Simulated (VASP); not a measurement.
# Mo: single point with r2SCAN

The system is Mo.

```
Mo
1.0
     2.77654    0.00000    0.00000
    -1.38827    2.40456    0.00000
     0.00000    0.00000    2.47853
Mo
1
Direct
  0.00000 0.00000 0.50000
```

This cell differs from its parent crystal: strain +0.015 along x and y, -0.030 along z.

| Property | Result |
| --- | --- |
| Program | VASP 6.6.1 |
| Task | single point |
| Functional | r2SCAN |
| Potentials or basis | VASP PAW PBE potentials, release 64 (Mo_sv) |
| Cutoff | 520 eV |
| k mesh | 18 × 18 × 18 |
| Occupations | gaussian, width 0.15 eV |
| Spin | no spin polarisation |
| Dipole correction | no |
| Further INCAR settings | ALGO = Normal; EDIFF = 1e-06; NBANDS = 13 |

| Quantity | Value |
| --- | --- |
| Pressure | 1.8 GPa |
| Band gap on the k mesh | zero (bands 7 and 8 overlap by 1.80 eV) |

Stress tensor (GPa, compression positive):
```
-1.30  0.00  0.00
 0.00 -1.30  0.00
 0.00  0.00  8.00
```

Levels at points of the mesh, in eV from the Fermi level:
```
           k point  band 4  band 5  band 6  band 7  band 8  band 9  band 10  band 11
(0.00, 0.00, 0.00)  -35.12   -7.09   -4.70   -0.93   -0.93    4.65     4.65    13.25
(0.50, 0.00, 0.00)  -34.99   -5.07   -3.61    0.83    1.87    4.05     4.32    10.26
(0.00, 0.00, 0.50)  -35.29   -3.52    0.12    0.12    0.35    0.52     0.52    11.66
(0.50, 0.00, 0.50)  -35.57   -5.57   -3.15   -0.71    4.79    6.51     6.98     7.69
```

Run time: 62 s on 1 thread of Intel(R) Xeon(R) 6975P-C (Granite Rapids) (shared host), peak memory 0.19 GiB.

Caveat: the cell differs from its parent crystal (strain +0.015 along x and y, -0.030 along z); the stress differs along the axes, from -1 to 8 GPa; the PAW data sets were made with another functional, which shifts forces and pressure a little.
